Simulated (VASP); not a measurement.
# BaTa3O2 (P6/mmm) in VASP: notebook, part 2 of 3

VASP 6.6.1. Earlier steps stand in the parts before.

### Step 3. Relaxation of cell and atoms, PBE

This run uses another cell than the first one, of 20.98 Å³/atom.

Input file INCAR:

```
PREC = Accurate
ENCUT = 600
EDIFF = 1E-6
ISMEAR = 0
SIGMA = 0.1
LREAL = F
LASPH = T
NELM = 60
ALGO = Normal
ISIF = 3
LWAVE = F
LCHARG = F
GGA = PE
IBRION = 2
NSW = 90
EDIFFG = -0.04
```

Input file KPOINTS:

```
regular mesh
0
Gamma
  3 3 6
```

Input file POSCAR:

```
BaTa3O2
1.0
    6.8403695656      0.0000000000      0.0000000000
   -3.4201847828      5.9239338151      0.0000000000
    0.0000000000      0.0000000000      3.1068247572
Ba Ta O
1 3 2
Direct
    0.0000000000      0.0000000000      0.5000000000
    0.5000000000      0.0000000000      0.0000000000
    0.0000000000      0.5000000000      0.0000000000
    0.5000000000      0.5000000000      0.0000000000
    0.3333333333      0.6666666667      0.0000000000
    0.6666666667      0.3333333333      0.0000000000
```

Potentials or basis: VASP PAW PBE potentials, release 64 (Ba_sv, Ta_pv, O).

On the command line:

```sh
$ cat potpaw_PBE.64/Ba_sv/POTCAR potpaw_PBE.64/Ta_pv/POTCAR potpaw_PBE.64/O/POTCAR > POTCAR
$ mpirun -np 1 vasp_std > vasp.out
```

OUTCAR:

```text
PREC = Accurate
   ENCUT = 600
   EDIFF = 1E-6
   ISMEAR = 0
   LREAL = F
   LASPH = T
   NELM = 60
   ISIF = 3
   GGA = PE
   IBRION = 2
   NSW = 90
   EDIFFG = -0.04

 ion  position               nearest neighbor table
   1  0.000  0.000  0.500-   2 3.76   2 3.76   2 3.76   2 3.76   3 3.76   4 3.76   3 3.76   3 3.76
                             4 3.76   3 3.76   4 3.76   4 3.76
   2  0.500  0.000  0.000-   5 1.97   6 1.97   3 3.42   4 3.42   4 3.42   3 3.42   1 3.76   1 3.76
                             1 3.76   1 3.76
   3  0.000  0.500  0.000-   5 1.97   6 1.97   4 3.42   4 3.42   2 3.42   2 3.42   1 3.76   1 3.76
                             1 3.76   1 3.76
   4  0.500  0.500  0.000-   5 1.97   6 1.97   3 3.42   3 3.42   2 3.42   2 3.42   1 3.76   1 3.76
                             1 3.76   1 3.76
   5  0.333  0.667  0.000-   3 1.97   2 1.97   4 1.97
   6  0.667  0.333  0.000-   3 1.97   2 1.97   4 1.97

  LATTYP: Found a hexagonal cell.
 ALAT       =     6.8403695656
 C/A-ratio  =     0.4541896059

  Lattice vectors:

 A1 = (   6.8403695656,   0.0000000000,   0.0000000000)
 A2 = (  -3.4201847828,   5.9239338151,   0.0000000000)
 A3 = (   0.0000000000,   0.0000000000,   3.1068247572)

Analysis of symmetry for initial positions (statically):
=====================================================================
 Subroutine PRICEL returns:
 Original cell was already a primitive cell.

 Routine SETGRP: Setting up the symmetry group for a
 hexagonal supercell.

 Subroutine GETGRP returns: Found 24 space group operations
 (whereof 24 operations were pure point group operations)
 out of a pool of 24 trial point group operations.

The static configuration has the point symmetry D_6h.

Analysis of symmetry for dynamics (positions and initial velocities):
=====================================================================
 Subroutine PRICEL returns:
 Original cell was already a primitive cell.

 Routine SETGRP: Setting up the symmetry group for a
 hexagonal supercell.

[... 107 lines left out ...]
   POTIM  = 0.5000    time-step for ionic-motion
   TEBEG  =    0.0;   TEEND  =   0.0 temperature during run
   PSTRESS=    0.0 pullay stress
   NELECT =      55.0000    total number of electrons
   NUPDOWN=      -1.0000    fix difference up-down
   EMIN   =  10.00;   EMAX   =-10.00  energy-range for DOS
   EFERMI =   0.00;   METHOD = LEGACY
   ISMEAR =     0;   SIGMA  =   0.10  broadening in eV -4-tet -1-fermi 0-gaus
   EFERMI_NEDOS =   21; number of points for ismear=-14 and -15
   IALGO  =     38    algorithm
   IMIX   =      4    mixing-type and parameters
     AMIX     =   0.40;   BMIX     =  1.00
     AMIX_MAG =   1.60;   BMIX_MAG =  1.00
  volume/ion in A,a.u.               =      20.98       141.60
  Fermi-wavevector in a.u.,A,eV,Ry     =   1.242206  2.347429 20.994813  1.543075
  Thomas-Fermi vector in A             =   2.376570
   LORBIT       =      0    0 simple, 1 ext, 2 COOP (PROOUT), +10 PAW based schemes
   GGA     = PE    functional components
   LHFCALC =     F    Hartree Fock is set to
   AEXX    =    0.0000 exact exchange contribution
   IVDW    =     0    specifies the selected vdW correction
   LEPSILON=     F    determine dielectric tensor
   LRPA    =     F    only Hartree local field effects (RPA)
 conjugate gradient relaxation of ions
 non-spin polarized calculation
 Gauss-broadening in eV      SIGMA  =   0.10
  energy-cutoff  :      600.00
  volume of cell :      125.89
 maximum number of plane-waves:      4236
 NGX is ok and might be reduce to    54
   NGX = 27   NGY = 27   NGZ = 13

--------------------------------------- Ionic step        1  -------------------------------------------

 number of electron      55.0000008 magnetization

 Free energy of the ion-electron system (eV)
  ---------------------------------------------------
  ext. energy  EPLUGINS =         0.00000000
  ---------------------------------------------------
  free energy    TOTEN  =       -50.14164458 eV

  energy without entropy =      -50.11021747  energy(sigma->0) =      -50.12593103

------------------------ aborting loop because EDIFF is reached ----------------------------------------

  FORCE on cell =-STRESS in cart. coord.  units (eV):
  Direction    XX          YY          ZZ          XY          YZ          ZX
  --------------------------------------------------------------------------------------
  -------------------------------------------------------------------------------------
  Total        1.7758246      1.7758246     -4.5235653      0.0000000      0.0000000      0.0000000
  in kB       22.5997755     22.5997755    -57.5685018      0.0000000      0.0000000      0.0000000
  external PRESSURE =      -4.1229836 kB  Pullay stress =       0.0000000 kB
[... 227 lines left out ...]
--------------------------------------- Ionic step        7  -------------------------------------------

 number of electron      55.0000006 magnetization

 Free energy of the ion-electron system (eV)
  ---------------------------------------------------
  ext. energy  EPLUGINS =         0.00000000
  ---------------------------------------------------
  free energy    TOTEN  =       -50.27131775 eV

  energy without entropy =      -50.25392145  energy(sigma->0) =      -50.26261960

 E-fermi :   4.2478     XC(G=0): -10.6321

 val. band max:        4.1873949276   @ k =   0.0000   0.0000   0.5000
 cond. band min:       4.3002111167   @ k =   0.3333   0.3333   0.0000
 fundamental gap:      0.1128161891
 Fermi energy:         4.2477689612

 k-point     1 :       0.0000    0.0000    0.0000
  band No.  band energies     occupation
      1     -31.7071      2.00000
      2     -31.3213      2.00000
      3     -31.3213      2.00000
      4     -30.7646      2.00000
      5     -30.7646      2.00000
      6     -30.7062      2.00000
[... 454 lines left out ...]
  FREE ENERGIE OF THE ION-ELECTRON SYSTEM (eV)
  ---------------------------------------------------
  free  energy   TOTEN  =       -50.2713177528 eV

  energy  without entropy=      -50.2539214512  energy(sigma->0) =      -50.26261960

 reached required accuracy - stopping structural energy minimisation
```

OSZICAR:

```text
N       E                     dE             d eps       ncg     rms          rms(c)
DAV:   1     0.538149424251E+03    0.53815E+03   -0.31743E+04   792   0.177E+03
DAV:   2    -0.197080104036E+02   -0.55786E+03   -0.54998E+03   973   0.455E+02
DAV:   3    -0.565071741657E+02   -0.36799E+02   -0.36225E+02  1057   0.106E+02
DAV:   4    -0.577720597239E+02   -0.12649E+01   -0.12501E+01  1128   0.162E+01
[... 58 lines left out ...]
DAV:   2    -0.502728907747E+02    0.40519E-02   -0.82091E-03   916   0.512E-01    0.210E-01
DAV:   3    -0.502714008807E+02    0.14899E-02   -0.24967E-03   958   0.235E-01    0.787E-02
DAV:   4    -0.502713183006E+02    0.82580E-04   -0.32231E-04  1026   0.850E-02    0.533E-02
DAV:   5    -0.502713179754E+02    0.32516E-06   -0.21946E-05  1000   0.196E-02    0.205E-02
DAV:   6    -0.502713177528E+02    0.22265E-06   -0.28258E-06   674   0.859E-03
   7 F= -.50271318E+02 E0= -.50262620E+02  d E =-.346350E-03
```

CONTCAR:

```text
BaTa3O2
   1.00000000000000
     6.8890975658749634    0.0000000000000000    0.0000000000000000
    -3.4445487829374817    5.9661335012140757    0.0000000000000000
     0.0000000000000000    0.0000000000000000    2.9711505924019277
  Ba              Ta              O
     1     3     2
Direct
     1.0000000000000000    0.0000000000000000    0.5000000000000000
     0.5000000000000000    0.0000000000000000    1.0000000000000000
     1.0000000000000000    0.5000000000000000    1.0000000000000000
     0.5000000000000000    0.5000000000000000    1.0000000000000000
     0.3333333332999970    0.6666666667000030    0.0000000000000000
     0.6666666667000030    0.3333333332999970    1.0000000000000000

  0.00000000E+00  0.00000000E+00  0.00000000E+00
  0.00000000E+00  0.00000000E+00  0.00000000E+00
  0.00000000E+00  0.00000000E+00  0.00000000E+00
  0.00000000E+00  0.00000000E+00  0.00000000E+00
  0.00000000E+00  0.00000000E+00  0.00000000E+00
  0.00000000E+00  0.00000000E+00  0.00000000E+00
```

Wall time 7.1 min (1 thread of Intel Xeon 8259CL, shared host); peak memory 0.33 GiB.

What came out:

* Free energy: -50.2713 eV
* Relaxed volume: 20.35 Å³/atom
* Relaxed cell: a = 6.889 Å, b = 6.889 Å, c = 2.971 Å, α = 90.00°, β = 90.00°, γ = 120.00°
* Space group after relaxing (to 0.1 Å): P6/mmm (No. 191)
* Energy gained by relaxing: 21.6 meV/atom
* Ionic steps: 7
* Pressure after relaxing: 0.1 GPa
* Band gap on the k mesh: zero (an odd number of electrons rules out a gap without spin polarisation)

Step by step:
```csv
step,energy change (eV),largest force (eV/Å),pressure (GPa),volume (Å³)
1,0.0000,0.0000,-0.41,125.89
2,-0.1098,0.0000,-2.44,124.80
3,-0.1102,0.0000,-2.36,124.87
4,-0.1027,0.0000,2.69,119.11
5,-0.1293,0.0000,-0.16,122.18
6,-0.1293,0.0000,-0.12,122.13
7,-0.1297,0.0000,0.11,122.12
```

Final structure:
```xyz
6
Lattice="6.8891 0.0000 0.0000 -3.4445 5.9661 0.0000 0.0000 0.0000 2.9712" Properties=species:S:1:pos:R:3 pbc="T T T"
Ba    6.8891    0.0000    1.4856
Ta    3.4445    0.0000    2.9712
Ta    5.1668    2.9831    2.9712
Ta    1.7223    2.9831    2.9712
O     0.0000    3.9774    0.0000
O     3.4445    1.9887    2.9712
```

Levels at points of the mesh, in eV from the Fermi level:
```tsv
k point	band 24	band 25	band 26	band 27	band 28	band 29	band 30	band 31
(0.00, 0.00, 0.00)	-3.51	-1.94	-1.30	-1.30	1.43	1.60	1.60	1.83
(0.00, 0.00, 0.50)	-1.00	-0.30	-0.30	-0.19	-0.10	-0.10	-0.06	-0.06
```

Caveat: spin-orbit coupling is left out, which moves the levels of the heavy elements; an odd number of electrons without spin polarisation forces a metal; a magnetic or distorted state may lie lower.

[end of part 2 of 3]
